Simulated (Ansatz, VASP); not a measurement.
## Sb in VASP and in Ansatz

The input INCAR:

```
PREC = Accurate
ENCUT = 520
EDIFF = 1E-7
ISMEAR = -1
SIGMA = 0.1
LREAL = F
LASPH = T
NELM = 60
ALGO = Normal
ISIF = 2
LWAVE = F
LCHARG = F
GGA = PE
NBANDS = 12
```

Contents of KPOINTS:

```
regular mesh
0
Gamma
  2 2 2
```

Contents of POSCAR:

```
Sb
1.0
    2.1879029667      1.2631863668      3.8431731385
   -2.1879029667      1.2631863668      3.8431731385
    0.0000000000     -2.5263727336      3.8431731385
Sb
2
Direct
    0.2326795448      0.2326795448      0.2326795448
    0.7673204552      0.7673204552      0.7673204552
```

Input for Ansatz:

```yaml
crystal:
  lattice:
    - [2.1879029667, 1.2631863668, 3.8431731385]
    - [-2.1879029667, 1.2631863668, 3.8431731385]
    - [0.0, -2.5263727336, 3.8431731385]
  atoms:
    - { symbol: Sb, position: [0.2326795448, 0.2326795448, 0.2326795448] }
    - { symbol: Sb, position: [0.7673204552, 0.7673204552, 0.7673204552] }
hamiltonian:
  xc: pbe
  pseudopotentials:
    kind: paw
    azcp:
      Sb: "pseudopotentials/Sb.paw.azcp"
basis:
  ecutwfc: 420
  fft_grid_basis: typed
kpoints:
  mp_grid: { grid: [2, 2, 2], shift: [0, 0, 0] }
magnetization:
  spin_polarized: false
scf:
  occupations: { method: fermi_dirac, width: 0.1 }
  lower_state_search: "off"
output:
  stress: true
  write_density: true
  write_potential: true
  elf: true
  volumetric_format: npy
```

Alike in both runs: task single point; functional PBE; k mesh 2 × 2 × 2; occupations fermi-dirac, width 0.1 eV; no spin polarisation.

|  | VASP | Ansatz |
| --- | --- | --- |
| version | VASP 6.6.1 | Ansatz 0.2.0 |
| potentials or method | VASP PAW PBE potentials, release 64 (Sb), cutoff 520 eV | plane waves (420 eV) with PAW, scalar-relativistic |
| valence electrons in the cell | 10 | 30 |

|  | VASP | Ansatz | Ansatz less VASP |
| --- | --- | --- | --- |
| pressure (GPa) | 6.4 | 6.3 | -0.06 |
| traceless stress, the component that is largest in VASP (GPa) | -0.91 | -0.89 | +0.014 |

With one functional, cell and mesh, what is left measures potentials, basis and numerics. VASP's potentials hold 10 valence electrons a cell and Ansatz's 30, so a difference there can come from the potentials and not from the codes.

The k mesh is coarse, so the values compare programs but aren't converged. Spin-orbit coupling is off throughout.
